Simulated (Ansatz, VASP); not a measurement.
One calculation of Rh, two programs

```
CELL_PARAMETERS angstrom
3.97391 0.00000 0.00000
-1.98696 3.44151 0.00000
0.00000 0.00000 12.21119
ATOMIC_POSITIONS crystal
Rh 0.00000 0.00000 0.09856
Rh 0.00000 0.00000 0.59856
Rh 0.00000 0.00000 0.40144
Rh 0.00000 0.00000 0.90144
Rh 0.33333 0.66667 0.15246
Rh 0.66667 0.33333 0.65246
Rh 0.33333 0.66667 0.34754
Rh 0.66667 0.33333 0.84754
```

Alike in both runs: functional PBE; k mesh 6 × 6 × 2; occupations gaussian, width 0.1 eV; no spin polarisation.

Ansatz relaxed the structure, and its values are those at the end. VASP's run is a single point on that final structure, the one shown.

```csv
,VASP,Ansatz
version,VASP 6.6.1,Ansatz 0.2.0
potentials or method,"VASP PAW PBE potentials, release 64 (Rh_pv), cutoff 520 eV","scalar-relativistic, plane waves, PAW"
valence electrons in the cell,120,136
```

Ansatz gave:

```
gap on the k mesh at the Fermi level (eV) : none
pressure (GPa)                            : 0.0
rms of the force components (eV/Å)        : 0.006
```

Q: Which values does VASP return?

A: gap on the k mesh at the Fermi level (eV): none; pressure (GPa): 0.1; rms of the force components (eV/Å): 0.005.

A gap of «none» marks a metal or a gap that the smearing closes. VASP's potentials hold 120 valence electrons a cell and Ansatz's 136, so a difference there can come from the potentials and not from the codes.
